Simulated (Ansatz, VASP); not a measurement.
# One calculation of Pb, two programs

Contents of INCAR:

```
SYSTEM = Pb
PREC = Accurate
ENCUT = 520
EDIFF = 1E-7
ISMEAR = -1
SIGMA = 0.05
LREAL = .FALSE.
LASPH = .TRUE.
NELM = 60
ALGO = Normal
ISIF = 2
LWAVE = .FALSE.
LCHARG = .FALSE.
GGA = PE
NBANDS = 21
```

The input KPOINTS:

```
Automatic mesh
0
G
  8 8 8
  0 0 0
```

POSCAR

```
Pb
1.0
   -0.1031700017      3.3874150547      3.3874150547
    3.3874150547     -0.1031700017      3.3874150547
    3.3874150547      3.3874150547     -0.1031700017
Pb
2
Direct
    0.0000000000      0.0000000000      0.0000000000
    0.2500000000      0.2500000000      0.2500000000
```

Input for Ansatz:

```yaml
crystal:
  lattice:
    - [-0.1031700017, 3.3874150547, 3.3874150547]
    - [3.3874150547, -0.1031700017, 3.3874150547]
    - [3.3874150547, 3.3874150547, -0.1031700017]
  atoms:
    - { symbol: Pb, position: [0.0, 0.0, 0.0] }
    - { symbol: Pb, position: [0.25, 0.25, 0.25] }
kpoints:
  mp_grid: { grid: [8, 8, 8] }
  band_path:
    path:
      - [0.0, 0.0, 0.0]
      - [0.5, 0.5, 0.5]
      - [0.2579113083, 0.5, 0.7420886917]
      - [-0.2579113083, 0.2579113083, 0.5]
      - [0.0, 0.0, 0.5]
      - [0.0, 0.0, 0.0]
      - [-0.3789556542, 0.0, 0.3789556542]
      - [0.0, 0.3789556542, 0.6210443458]
      - [0.0, 0.5, 0.5]
    npoints: 5
scf:
  occupations: { method: fermi_dirac, width: 0.05 }
hamiltonian:
  xc: pbe
  pseudopotentials: { kind: all_electron, lapw: { basis_error: 0.00025 } }
output:
  forces: true
  stress: true
  eigenvalues: true
```

Change from the starting cell: equal xy, yz and zx shear strains of -3 %.

Alike in both runs: task single point; functional PBE; k mesh 8 × 8 × 8; occupations fermi-dirac, width 0.05 eV; no spin polarisation.

```csv
,VASP,Ansatz
version,VASP 6.6.1,Ansatz 0.2.0
potentials or method,"VASP PAW PBE potentials, release 64 (Pb_d), cutoff 520 eV","all-electron LAPW, scalar-relativistic"
```

|  | VASP | Ansatz | Ansatz less VASP |
| --- | --- | --- | --- |
| pressure (GPa) | 2.5 | 2.5 | +0.06 |
| traceless stress, the component that is largest in VASP (GPa) | 1.19 | 1.19 | +0.003 |
| rms of the force components (eV/Å) | 0.260 | 0.260 | +0.0002 |

Atom by atom the forces differ by 0.000 eV/Å (rms over components). Ansatz ran all-electron here, and VASP with PAW potentials.

Neither program's run includes spin-orbit coupling.
